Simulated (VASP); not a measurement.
# Rb (P6/mmm) in VASP: further runs

Rb is run at these levels: LDA; tasks: single point, relaxation of cell and atoms.

Program: VASP 6.6.1. These are calculated values, not measurements. Logs are shortened: lines on timing, memory, paths and dates and some standing lists are left out, and cuts for length are marked.

### 1 The cell of the first run

Symmetry: P6/mmm, No. 191, hexagonal system. Conventional cell: a = 6.507 Å, b = 6.507 Å, c = 3.860 Å, α = 90.00°, β = 90.00°, γ = 120.00°. Rb (site symmetry 6/mmm) has 14 Rb at 3.86 to 4.22 Å within 5.1 Å. Rb (site symmetry -6m2) has 11 Rb at 3.76 to 4.22 Å within 4.9 Å.

### 2 Single point, LDA

The input, INCAR:

```
SYSTEM = Rb
  PREC = Accurate
  ENCUT = 520
  EDIFF = 1E-6
  ISMEAR = -1
  SIGMA = 0.08
  LREAL = .False.
  LASPH = .True.
  NELM = 60
  ALGO = Normal
  ISIF = 2
  LWAVE = .False.
  LCHARG = .False.
  GGA = CA
  NBANDS = 20
```

The input, KPOINTS:

```
Automatic mesh
0
Gamma
  6 6 8
  0 0 0
```

The input, POSCAR:

```
Rb
1.0
    6.5068675162      0.0000000000      0.0000000000
   -3.2534337581      5.6351125681      0.0000000000
    0.0000000000      0.0000000000      3.8599701224
Rb
3
Direct
    0.0000000000      0.0000000000      0.0000000000
    0.3333333333      0.6666666667      0.5000000000
    0.6666666667      0.3333333333      0.5000000000
```

Potentials or basis: VASP PAW LDA potentials, release 64 (Rb_sv).

Run with:

```bash
$ cat potpaw_LDA.64/Rb_sv/POTCAR > POTCAR
$ mpirun -np 1 vasp_std > vasp.out
```

OUTCAR:

```text
SYSTEM = Rb
   PREC = Accurate
   ENCUT = 520
   EDIFF = 1E-6
   ISMEAR = -1
   LREAL = .False.
   LASPH = .True.
   NELM = 60
   ISIF = 2
   GGA = CA

 ion  position               nearest neighbor table
   1  0.000  0.000  0.000-   2 4.22   3 4.22   2 4.22   3 4.22   3 4.22   3 4.22   2 4.22   2 4.22
                             3 4.22   3 4.22   2 4.22   2 4.22
   2  0.333  0.667  0.500-   3 3.76   3 3.76   3 3.76   1 4.22   1 4.22   1 4.22   1 4.22   1 4.22
                             1 4.22   3 5.39   3 5.39   3 5.39   3 5.39   3 5.39   3 5.39
   3  0.667  0.333  0.500-   2 3.76   2 3.76   2 3.76   1 4.22   1 4.22   1 4.22   1 4.22   1 4.22
                             1 4.22   2 5.39   2 5.39   2 5.39   2 5.39   2 5.39   2 5.39

  LATTYP: Found a hexagonal cell.
 ALAT       =     6.5068675162
 C/A-ratio  =     0.5932148016

  Lattice vectors:

 A1 = (   6.5068675162,   0.0000000000,   0.0000000000)
 A2 = (  -3.2534337581,   5.6351125681,   0.0000000000)
 A3 = (   0.0000000000,   0.0000000000,   3.8599701224)

Analysis of symmetry for initial positions (statically):
=====================================================================
 Subroutine PRICEL returns:
 Original cell was already a primitive cell.

 Routine SETGRP: Setting up the symmetry group for a
 hexagonal supercell.

 Subroutine GETGRP returns: Found 24 space group operations
 (whereof 24 operations were pure point group operations)
 out of a pool of 24 trial point group operations.

The static configuration has the point symmetry D_6h.

Analysis of symmetry for dynamics (positions and initial velocities):
=====================================================================
 Subroutine PRICEL returns:
 Original cell was already a primitive cell.

 Routine SETGRP: Setting up the symmetry group for a
 hexagonal supercell.

 Subroutine GETGRP returns: Found 24 space group operations
 (whereof 24 operations were pure point group operations)
 out of a pool of 24 trial point group operations.

The dynamic configuration has the point symmetry D_6h.

 Subroutine INISYM returns: Found 24 space group operations
 (whereof 24 operations are pure point group operations),
 and found     1 'primitive' translations

----------------------------------------------------------------------------------------

                                     Primitive cell

  volume of cell :     141.5333

  direct lattice vectors                    reciprocal lattice vectors
     6.506867516  0.000000000  0.000000000     0.153683781  0.088729372  0.000000000
    -3.253433758  5.635112568  0.000000000     0.000000000  0.177458744  0.000000000
     0.000000000  0.000000000  3.859970122     0.000000000  0.000000000  0.259069363

  length of vectors
     6.506867516  6.506867516  3.859970122     0.177458744  0.177458744  0.259069363

  position of ions in fractional coordinates (direct lattice)
     0.000000000  0.000000000  0.000000000
     0.333333333  0.666666667  0.500000000
     0.666666667  0.333333333  0.500000000

  ion indices of the primitive-cell ions
   primitive index   ion index
                 1           1
                 2           2
                 3           3

----------------------------------------------------------------------------------------

 KPOINTS: Automatic mesh

Automatic generation of k-mesh.
 Grid dimensions read from file:
 generate k-points for:    6    6    8

 Generating k-lattice:

  Cartesian coordinates                     Fractional coordinates (reciprocal lattice)
     0.025613963  0.014788229  0.000000000     0.166666667  0.000000000  0.000000000
     0.000000000  0.029576457  0.000000000     0.000000000  0.166666667  0.000000000
     0.000000000  0.000000000  0.032383670     0.000000000  0.000000000  0.125000000

  Length of vectors
     0.029576457  0.029576457  0.032383670

  Shift w.r.t. Gamma in fractional coordinates (k-lattice)
     0.000000000  0.000000000  0.000000000

 Subroutine IBZKPT returns following result:
 ===========================================

 Found     35 irreducible k-points:

 Following reciprocal coordinates:
            Coordinates               Weight
  0.000000  0.000000  0.000000      1.000000
  0.166667  0.000000  0.000000      6.000000
  0.333333  0.000000  0.000000      6.000000
  0.500000  0.000000  0.000000      3.000000
  0.166667  0.166667  0.000000      6.000000
  0.333333  0.166667  0.000000     12.000000
[... 16 lines left out ...]
  0.166667  0.000000  0.375000     12.000000
  0.333333  0.000000  0.375000     12.000000
 [... further k-points ...]
   k-points           NKPTS =     35   k-points in BZ     NKDIM =     35   number of bands    NBANDS=     20
   number of dos      NEDOS =    301   number of ions     NIONS =      3
   total plane-waves  NPLWV =  69120
   dimension x,y,z NGX =    48 NGY =   48 NGZ =   30
   dimension x,y,z NGXF=    96 NGYF=   96 NGZF=   60
   ions per type =               3
   NGX,Y,Z   is equivalent  to a cutoff of  12.26, 12.26, 12.92 a.u.
   NGXF,Y,Z  is equivalent  to a cutoff of  24.53, 24.53, 25.84 a.u.
 SYSTEM =  Rb
   PREC   = accura    normal or accurate (medium, high low for compatibility)
   ISTART =      0    job   : 0-new  1-cont  2-samecut
   ICHARG =      2    charge: 1-file 2-atom 10-const
   ISPIN  =      1    spin polarized calculation?
   LNONCOLLINEAR =      F non collinear calculations
   LSORBIT =      F    spin-orbit coupling
   LASPH  =      T    aspherical Exc in radial PAW
   ENCUT  =  520.0 eV  38.22 Ry    6.18 a.u.  12.10 12.10  7.18*2*pi/ulx,y,z
   NELM   =     60;   NELMIN=  2; NELMDL= -5     # of ELM steps
   EDIFF  = 0.1E-05   stopping-criterion for ELM
   LREAL  =      F    real-space projection
   EDIFFG = 0.1E-04   stopping-criterion for IOM
   NSW    =      0    number of steps for IOM
   IBRION =     -1    ionic relax: 0-MD 1-quasi-New 2-CG
   NFREE  =      0    steps in history (QN), initial steepest desc. (CG)
   ISIF   =      2    stress and relaxation
   ISYM   =      2    0-nonsym 1-usesym 2-fastsym
   POTIM  = 0.5000    time-step for ionic-motion
   TEBEG  =    0.0;   TEEND  =   0.0 temperature during run
   PSTRESS=    0.0 pullay stress
   NELECT =      27.0000    total number of electrons
   NUPDOWN=      -1.0000    fix difference up-down
   EMIN   =  10.00;   EMAX   =-10.00  energy-range for DOS
   EFERMI =   0.00;   METHOD = LEGACY
   ISMEAR =    -1;   SIGMA  =   0.08  broadening in eV -4-tet -1-fermi 0-gaus
   EFERMI_NEDOS =   21; number of points for ismear=-14 and -15
   IALGO  =     38    algorithm
   IMIX   =      4    mixing-type and parameters
     AMIX     =   0.40;   BMIX     =  1.00
     AMIX_MAG =   1.60;   BMIX_MAG =  1.00
  volume/ion in A,a.u.               =      47.18       318.37
  Fermi-wavevector in a.u.,A,eV,Ry     =   0.942417  1.780910 12.084019  0.888150
  Thomas-Fermi vector in A             =   2.070025
   LORBIT       =      0    0 simple, 1 ext, 2 COOP (PROOUT), +10 PAW based schemes
   GGA     = CA    functional components
   LHFCALC =     F    Hartree Fock is set to
   AEXX    =    0.0000 exact exchange contribution
   IVDW    =     0    specifies the selected vdW correction
   LEPSILON=     F    determine dielectric tensor
   LRPA    =     F    only Hartree local field effects (RPA)
 non-spin polarized calculation
  energy-cutoff  :      520.00
  volume of cell :      141.53
 maximum number of plane-waves:      3836
   NGX = 25   NGY = 25   NGZ = 15

 number of electron      27.0000000 magnetization

 Free energy of the ion-electron system (eV)
  ---------------------------------------------------
  ext. energy  EPLUGINS =         0.00000000
  ---------------------------------------------------
  free energy    TOTEN  =        -2.33380757 eV

  energy without entropy =       -2.27241770  energy(sigma->0) =       -2.30311263

 E-fermi :   1.8147     XC(G=0):  -7.6434

 val. band max:        1.8099307447   @ k =   0.1667   0.1667   0.0000
 cond. band min:       1.8349598206   @ k =   0.3333   0.0000   0.0000
 fundamental gap:      0.0250290758
 Fermi energy:         1.8147080561

 k-point     1 :       0.0000    0.0000    0.0000
  band No.  band energies     occupation
      1     -27.0190      2.00000
      2     -26.9273      2.00000
      3     -26.8061      2.00000
      4     -11.4600      2.00000
      5     -11.4600      2.00000
      6     -11.2154      2.00000
[... 12 lines left out ...]
     19       3.6360      0.00000
     20       5.4104      0.00000

 k-point     2 :       0.1667    0.0000    0.0000
  band No.  band energies     occupation
      1     -27.0130      2.00000
      2     -26.9325      2.00000
      3     -26.8071      2.00000
      4     -11.5099      2.00000
      5     -11.4740      2.00000
      6     -11.1489      2.00000
[... 12 lines left out ...]
     19       4.2882      0.00000
     20       5.3901      0.00000

 k-point     3 :       0.3333    0.0000    0.0000
  band No.  band energies     occupation
      1     -26.9977      2.00000
      2     -26.9460      2.00000
      3     -26.8093      2.00000
      4     -11.5771      2.00000
      5     -11.4374      2.00000
      6     -11.0684      2.00000
[... 12 lines left out ...]
     19       4.6437      0.00000
     20       4.8906      0.00000

 k-point     4 :       0.5000    0.0000    0.0000
  band No.  band energies     occupation
      1     -26.9854      2.00000
      2     -26.9573      2.00000
      3     -26.8104      2.00000
      4     -11.6034      2.00000
      5     -11.3609      2.00000
      6     -11.1925      2.00000
[... 12 lines left out ...]
     19       4.2613      0.00000
     20       4.3307      0.00000

 k-point     5 :       0.1667    0.1667    0.0000
  band No.  band energies     occupation
      1     -27.0022      2.00000
      2     -26.9419      2.00000
      3     -26.8087      2.00000
      4     -11.5417      2.00000
      5     -11.4792      2.00000
      6     -11.0658      2.00000
[... 12 lines left out ...]
     19       4.6402      0.00000
     20       5.0899      0.00000

 k-point     6 :       0.3333    0.1667    0.0000
  band No.  band energies     occupation
      1     -26.9859      2.00000
      2     -26.9567      2.00000
      3     -26.8105      2.00000
      4     -11.5674      2.00000
      5     -11.4121      2.00000
      6     -11.1966      2.00000
[... 12 lines left out ...]
     19       4.3679      0.00000
     20       4.6155      0.00000

 k-point     7 :       0.3333    0.3333    0.0000
  band No.  band energies     occupation
      1     -26.9710      2.00000
      2     -26.9710      2.00000
      3     -26.8112      2.00000
      4     -11.5352      2.00000
      5     -11.3482      2.00000
      6     -11.3482      2.00000
[... 12 lines left out ...]
     19       4.5564      0.00000
     20       4.5604      0.00000
[... 277 lines left out ...]
 k-point    20 :       0.3333    0.1667    0.2500
  band No.  band energies     occupation
      1     -26.9645      2.00000
      2     -26.9359      2.00000
      3     -26.7893      2.00000
      4     -11.5164      2.00000
      5     -11.3592      2.00000
      6     -11.2594      2.00000
[... 12 lines left out ...]
     19       4.3835      0.00000
     20       4.5065      0.00000

 k-point    21 :       0.3333    0.3333    0.2500
  band No.  band energies     occupation
      1     -26.9501      2.00000
      2     -26.9501      2.00000
      3     -26.7897      2.00000
      4     -11.5252      2.00000
      5     -11.2938      2.00000
      6     -11.2938      2.00000
[... 12 lines left out ...]
     19       4.2171      0.00000
     20       4.2171      0.00000

 k-point    22 :       0.0000    0.0000    0.3750
  band No.  band energies     occupation
      1     -26.9778      2.00000
      2     -26.8928      2.00000
      3     -26.7737      2.00000
      4     -11.4538      2.00000
      5     -11.3806      2.00000
      6     -11.3806      2.00000
[... 12 lines left out ...]
     19       4.9957      0.00000
     20       4.9957      0.00000

 k-point    23 :       0.1667    0.0000    0.3750
  band No.  band energies     occupation
      1     -26.9727      2.00000
      2     -26.8978      2.00000
      3     -26.7738      2.00000
      4     -11.4580      2.00000
      5     -11.3989      2.00000
      6     -11.3768      2.00000
[... 12 lines left out ...]
     19       4.8640      0.00000
     20       4.9547      0.00000

 k-point    24 :       0.3333    0.0000    0.3750
  band No.  band energies     occupation
      1     -26.9597      2.00000
      2     -26.9108      2.00000
      3     -26.7741      2.00000
      4     -11.4611      2.00000
      5     -11.4307      2.00000
      6     -11.4128      2.00000
[... 12 lines left out ...]
     19       4.3152      0.00000
     20       4.8266      0.00000

 [... further k-points ...]
[... 5 lines left out ...]
  --------------------------------------------------------------------------------------
  -------------------------------------------------------------------------------------
  Total        3.7073253      3.7073253      3.7043611      0.0000000      0.0000000      0.0000000
  in kB       41.9674682     41.9674682     41.9339131      0.0000000      0.0000000      0.0000000
  external PRESSURE =      41.9562832 kB  Pullay stress =       0.0000000 kB

 VOLUME and BASIS-vectors are now :
 -----------------------------------------------------------------------------
  energy-cutoff  :      520.00
  volume of cell :      141.53
      direct lattice vectors                 reciprocal lattice vectors
     6.506867516  0.000000000  0.000000000     0.153683781  0.088729372  0.000000000
    -3.253433758  5.635112568  0.000000000     0.000000000  0.177458744  0.000000000
     0.000000000  0.000000000  3.859970122     0.000000000  0.000000000  0.259069363

 POSITION                                       TOTAL-FORCE (eV/Angst)
 -----------------------------------------------------------------------------------
      0.00000      0.00000      0.00000        -0.000000      0.000000      0.000000
     -0.00000      3.75674      1.92999         0.000000      0.000000     -0.000000
      3.25343      1.87837      1.92999        -0.000000      0.000000      0.000000
 -----------------------------------------------------------------------------------
    total drift:                               -0.000000      0.000000     -0.000000

  FREE ENERGIE OF THE ION-ELECTRON SYSTEM (eV)
  ---------------------------------------------------
  free  energy   TOTEN  =        -2.3338075701 eV

  energy  without entropy=       -2.2724176982  energy(sigma->0) =       -2.30311263
```

It took 25 s on 1 thread of Intel Xeon 6975P-C (Granite Rapids), shared host; peak memory 0.23 GiB.

Results:

```
Free energy : -2.3338 eV
Pressure    : 4.2 GPa
```

(Continued in part 2 of 2.)
